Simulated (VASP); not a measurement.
# La (Pm-3m) in VASP: single point with LDA

Aim: the single point of La with LDA.

All numbers are computed with VASP 6.6.1; they aren't measurements. Logs are shortened: lines on timing, memory, paths and dates and some standing lists are left out, and cuts for length are marked.

### 1 The cell of the first run

Symmetry: Pm-3m, No. 221, cubic system. Conventional cell: a = 3.176 Å, b = 3.176 Å, c = 3.176 Å, α = 90.00°, β = 90.00°, γ = 90.00°. La (site symmetry m-3m) has 6 La at 3.18 Å within 4.2 Å.

This isn't the form of La at room conditions, which is double hcp.

### 2 Single point, LDA

Input file POSCAR:

```
La
1.0
    3.1759406343      0.0000000000      0.0000000000
    0.0000000000      3.1759406343      0.0000000000
    0.0000000000      0.0000000000      3.1759406343
La
1
Direct
    0.0000000000      0.0000000000      0.0000000000
```

Input file INCAR.step1:

```
PREC = Accurate ; ENCUT = 520
EDIFF = 1E-6 ; ISMEAR = -1
SIGMA = 0.05 ; LREAL = F
LASPH = T ; NELM = 100
ALGO = Normal ; ISIF = 2
LWAVE = F ; LCHARG = T
LMAXMIX = 6 ; GGA = CA
NBANDS = 12
```

Input file KPOINTS.step1:

```
Automatic mesh
0
Gamma
  13 13 13
```

Input file INCAR.step2:

```
PREC = Accurate ; ENCUT = 520
EDIFF = 1E-6 ; ISMEAR = -5
SIGMA = 0.05 ; LREAL = F
LASPH = T ; NELM = 100
ALGO = Normal ; ISIF = 2
LWAVE = F ; LCHARG = F
LMAXMIX = 6 ; GGA = CA
LORBIT = 11 ; NBANDS = 12
NEDOS = 1001 ; ICHARG = 11
```

Input file KPOINTS.step2:

```
Automatic mesh
0
Gamma
  20 20 20
```

Potentials or basis: VASP PAW LDA potentials, release 64 (La).

The run is started by

```sh
cat potpaw_LDA.64/La/POTCAR > POTCAR
cp INCAR.step1 INCAR
cp KPOINTS.step1 KPOINTS
mpirun -np 1 vasp_std > vasp.out
cp INCAR.step2 INCAR
cp KPOINTS.step2 KPOINTS
mpirun -np 1 vasp_std > vasp.out
```

OUTCAR:

```text
PREC = Accurate
   ENCUT = 520
   EDIFF = 1E-6
   ISMEAR = -5
   LREAL = F
   LASPH = T
   NELM = 100
   ISIF = 2
   GGA = CA
   LORBIT = 11
   ICHARG = 11

 ion  position               nearest neighbor table
   1  0.000  0.000  0.000-

  LATTYP: Found a simple cubic cell.
 ALAT       =     3.1759406343

  Lattice vectors:

 A1 = (   3.1759406343,   0.0000000000,   0.0000000000)
 A2 = (   0.0000000000,   3.1759406343,   0.0000000000)
 A3 = (   0.0000000000,   0.0000000000,   3.1759406343)

Analysis of symmetry for initial positions (statically):
=====================================================================
 Subroutine PRICEL returns:
 Original cell was already a primitive cell.

 Routine SETGRP: Setting up the symmetry group for a
 simple cubic supercell.

 Subroutine GETGRP returns: Found 48 space group operations
 (whereof 48 operations were pure point group operations)
 out of a pool of 48 trial point group operations.

The static configuration has the point symmetry O_h .

Analysis of symmetry for dynamics (positions and initial velocities):
=====================================================================
 Subroutine PRICEL returns:
 Original cell was already a primitive cell.

 Routine SETGRP: Setting up the symmetry group for a
 simple cubic supercell.

 Subroutine GETGRP returns: Found 48 space group operations
 (whereof 48 operations were pure point group operations)
 out of a pool of 48 trial point group operations.

The dynamic configuration has the point symmetry O_h .

 Subroutine INISYM returns: Found 48 space group operations
 (whereof 48 operations are pure point group operations),
 and found     1 'primitive' translations

----------------------------------------------------------------------------------------

                                     Primitive cell

  volume of cell :      32.0344

  direct lattice vectors                    reciprocal lattice vectors
     3.175940634  0.000000000  0.000000000     0.314867346  0.000000000  0.000000000
     0.000000000  3.175940634  0.000000000     0.000000000  0.314867346  0.000000000
     0.000000000  0.000000000  3.175940634     0.000000000  0.000000000  0.314867346

  length of vectors
     3.175940634  3.175940634  3.175940634     0.314867346  0.314867346  0.314867346

  position of ions in fractional coordinates (direct lattice)
     0.000000000  0.000000000  0.000000000

  ion indices of the primitive-cell ions
   primitive index   ion index
                 1           1

----------------------------------------------------------------------------------------

 KPOINTS: Automatic mesh

Automatic generation of k-mesh.
 Grid dimensions read from file:
 generate k-points for:   20   20   20

 Generating k-lattice:

  Cartesian coordinates                     Fractional coordinates (reciprocal lattice)
     0.015743367  0.000000000  0.000000000     0.050000000  0.000000000  0.000000000
     0.000000000  0.015743367  0.000000000     0.000000000  0.050000000  0.000000000
     0.000000000  0.000000000  0.015743367     0.000000000  0.000000000  0.050000000

  Length of vectors
     0.015743367  0.015743367  0.015743367

  Shift w.r.t. Gamma in fractional coordinates (k-lattice)
     0.000000000  0.000000000  0.000000000

 TETIRR: Found   3982 inequivalent tetrahedra from    48000

 Subroutine IBZKPT returns following result:
 ===========================================

 Found    286 irreducible k-points:

 Following reciprocal coordinates:
            Coordinates               Weight
  0.000000  0.000000  0.000000      1.000000
  0.050000  0.000000  0.000000      6.000000
  0.100000  0.000000  0.000000      6.000000
  0.150000  0.000000  0.000000      6.000000
  0.200000  0.000000  0.000000      6.000000
  0.250000  0.000000  0.000000      6.000000
[... 16 lines left out ...]
  0.150000  0.100000  0.000000     24.000000
  0.200000  0.100000  0.000000     24.000000
 [... further k-points ...]
   k-points           NKPTS =    286   k-points in BZ     NKDIM =    286   number of bands    NBANDS=     12
   number of dos      NEDOS =   1001   number of ions     NIONS =      1
   total plane-waves  NPLWV =  13824
   dimension x,y,z NGX =    24 NGY =   24 NGZ =   24
   dimension x,y,z NGXF=    48 NGYF=   48 NGZF=   48
   ions per type =               1
   NGX,Y,Z   is equivalent  to a cutoff of  12.56, 12.56, 12.56 a.u.
   NGXF,Y,Z  is equivalent  to a cutoff of  25.13, 25.13, 25.13 a.u.
 SYSTEM =  unknown system
   PREC   = accura    normal or accurate (medium, high low for compatibility)
   ISTART =      0    job   : 0-new  1-cont  2-samecut
   ICHARG =     11    charge: 1-file 2-atom 10-const
   ISPIN  =      1    spin polarized calculation?
   LNONCOLLINEAR =      F non collinear calculations
   LSORBIT =      F    spin-orbit coupling
   LASPH  =      T    aspherical Exc in radial PAW
   ENCUT  =  520.0 eV  38.22 Ry    6.18 a.u.   5.91  5.91  5.91*2*pi/ulx,y,z
   NELM   =    100;   NELMIN=  2; NELMDL=  0     # of ELM steps
   EDIFF  = 0.1E-05   stopping-criterion for ELM
   LREAL  =      F    real-space projection
[... 7 lines left out ...]
   TEBEG  =    0.0;   TEEND  =   0.0 temperature during run
   PSTRESS=    0.0 pullay stress
   NELECT =      11.0000    total number of electrons
   NUPDOWN=      -1.0000    fix difference up-down
   EMIN   =  10.00;   EMAX   =-10.00  energy-range for DOS
   EFERMI =   0.00;   METHOD = LEGACY
   ISMEAR =    -5;   SIGMA  =   0.05  broadening in eV -4-tet -1-fermi 0-gaus
   EFERMI_NEDOS =   21; number of points for ismear=-14 and -15
   IALGO  =     38    algorithm
   IMIX   =      4    mixing-type and parameters
     AMIX     =   0.40;   BMIX     =  1.00
     AMIX_MAG =   1.60;   BMIX_MAG =  1.00
  volume/ion in A,a.u.               =      32.03       216.18
  Fermi-wavevector in a.u.,A,eV,Ry     =   1.146393  2.166368 17.880992  1.314216
  Thomas-Fermi vector in A             =   2.283077
   LORBIT       =     11    0 simple, 1 ext, 2 COOP (PROOUT), +10 PAW based schemes
   GGA     = CA    functional components
   LHFCALC =     F    Hartree Fock is set to
   AEXX    =    0.0000 exact exchange contribution
   IVDW    =     0    specifies the selected vdW correction
   LEPSILON=     F    determine dielectric tensor
   LRPA    =     F    only Hartree local field effects (RPA)
 non-spin polarized calculation
 Fermi weights with tetrahedron method with Bloechl corrections
  energy-cutoff  :      520.00
  volume of cell :       32.03
 maximum number of plane-waves:       912
 NGX is ok and might be reduce to    24

 number of electron      10.9999999 magnetization

 Free energy of the ion-electron system (eV)
  ---------------------------------------------------
  ext. energy  EPLUGINS =         0.00000000
  ---------------------------------------------------
  free energy    TOTEN  =        -5.13815772 eV

  energy without entropy =       -5.13815772  energy(sigma->0) =       -5.13815772

 E-fermi :   9.0017     XC(G=0): -10.3144

 val. band max:        9.0472494108   @ k =   0.1500   0.1500   0.1500
 cond. band min:       8.9476008985   @ k =   0.1500   0.1500   0.0500
 fundamental gap:     -0.0996485123
 Fermi energy:         9.0017125972

 k-point     1 :       0.0000    0.0000    0.0000
  band No.  band energies     occupation
      1     -23.9347      2.00000
      2      -6.2263      2.00000
      3      -6.2263      2.00000
      4      -6.2263      2.00000
      5       6.3277      2.00000
      6       7.6462      2.00000
      7       7.6462      2.00000
      8      11.0158      0.00000
      9      11.0158      0.00000
     10      11.0158      0.00000
     11      11.3145      0.00000
     12      11.3145      0.00000

 k-point     2 :       0.0500    0.0000    0.0000
  band No.  band energies     occupation
      1     -23.9260      2.00000
      2      -6.3094      2.00000
      3      -6.2193      2.00000
      4      -6.2193      2.00000
      5       6.4019      2.00000
      6       7.6640      2.00000
      7       7.7482      2.00000
      8      11.0060      0.00000
      9      11.0195      0.00000
     10      11.0195      0.00000
     11      11.3034      0.00000
     12      11.3166      0.00000

 k-point     3 :       0.1000    0.0000    0.0000
  band No.  band energies     occupation
      1     -23.9004      2.00000
      2      -6.5431      2.00000
      3      -6.1991      2.00000
      4      -6.1991      2.00000
      5       6.5898      2.00000
      6       7.7168      2.00000
      7       8.0690      2.00000
      8      10.9767      0.00000
      9      11.0307      0.00000
     10      11.0311      0.00000
     11      11.2622      0.00000
     12      11.3232      0.00000
[... 286 lines left out ...]
 k-point    23 :       0.1500    0.1000    0.0000
  band No.  band energies     occupation
      1     -23.8261      2.00000
      2      -6.8575      2.00000
      3      -6.4783      2.00000
      4      -6.1404      2.00000
      5       7.1036      2.00000
      6       8.1353      2.00000
      7       8.7131      1.84413
      8      10.8676      0.00000
      9      10.9974      0.00000
     10      11.0665      0.00000
     11      11.1539      0.00000
     12      11.3550      0.00000

 k-point    24 :       0.2000    0.1000    0.0000
  band No.  band energies     occupation
      1     -23.7748      2.00000
      2      -7.2609      2.00000
      3      -6.4351      2.00000
      4      -6.1002      2.00000
      5       7.3462      2.00000
      6       8.2596      2.00000
      7       9.3875     -0.01752
      8      10.7701      0.00000
      9      10.9494      0.00000
     10      11.0923      0.00000
     11      11.1168      0.00000
     12      11.3640      0.00000

 [... further k-points ...]

------------------------ aborting loop because EDIFF is reached ----------------------------------------

  FORCE on cell =-STRESS in cart. coord.  units (eV):
  Direction    XX          YY          ZZ          XY          YZ          ZX
  --------------------------------------------------------------------------------------
  -------------------------------------------------------------------------------------
  Total       -0.1306901     -0.1306901     -0.1306901      0.0000000      0.0000000     -0.0000000
  in kB       -6.5363642     -6.5363642     -6.5363642      0.0000000      0.0000000     -0.0000000
  external PRESSURE =      -6.5363642 kB  Pullay stress =       0.0000000 kB

 VOLUME and BASIS-vectors are now :
 -----------------------------------------------------------------------------
  energy-cutoff  :      520.00
  volume of cell :       32.03
      direct lattice vectors                 reciprocal lattice vectors
     3.175940634  0.000000000  0.000000000     0.314867346  0.000000000  0.000000000
     0.000000000  3.175940634  0.000000000     0.000000000  0.314867346  0.000000000
     0.000000000  0.000000000  3.175940634     0.000000000  0.000000000  0.314867346

 POSITION                                       TOTAL-FORCE (eV/Angst)
 -----------------------------------------------------------------------------------
      0.00000      0.00000      0.00000         0.000000      0.000000      0.000000
 -----------------------------------------------------------------------------------
    total drift:                               -0.000000      0.000000     -0.000000

  FREE ENERGIE OF THE ION-ELECTRON SYSTEM (eV)
  ---------------------------------------------------
  free  energy   TOTEN  =        -5.1381577170 eV

  energy  without entropy=       -5.1381577170  energy(sigma->0) =       -5.13815772

 total charge

# of ion       s       p       d       f       tot
--------------------------------------------------
    1        2.056   5.514   1.127   0.175   8.872
```

Run time: 99 s. Hardware: 1 thread of Intel Xeon 8259CL, shared host; peak memory 0.25 GiB.

Results:

```yaml
Valence_electrons_inside_the_program's_atomic_spheres: La 8.87
```

Levels at points of the mesh, in eV from the Fermi level:
```
           k point  band 3  band 4  band 5  band 6  band 7  band 8
(0.00, 0.00, 0.00)  -15.23  -15.23   -2.67   -1.36   -1.36    2.01
(0.50, 0.00, 0.00)  -14.93  -14.93   -0.38   -0.38    0.95    1.38
(0.50, 0.50, 0.00)  -17.48  -14.66   -2.92    0.80    1.46    1.46
(0.50, 0.50, 0.50)  -17.08  -17.08   -1.40   -1.40   -1.40    1.10
```

Caveat: spin-orbit coupling is left out, which moves the levels of the heavy elements.
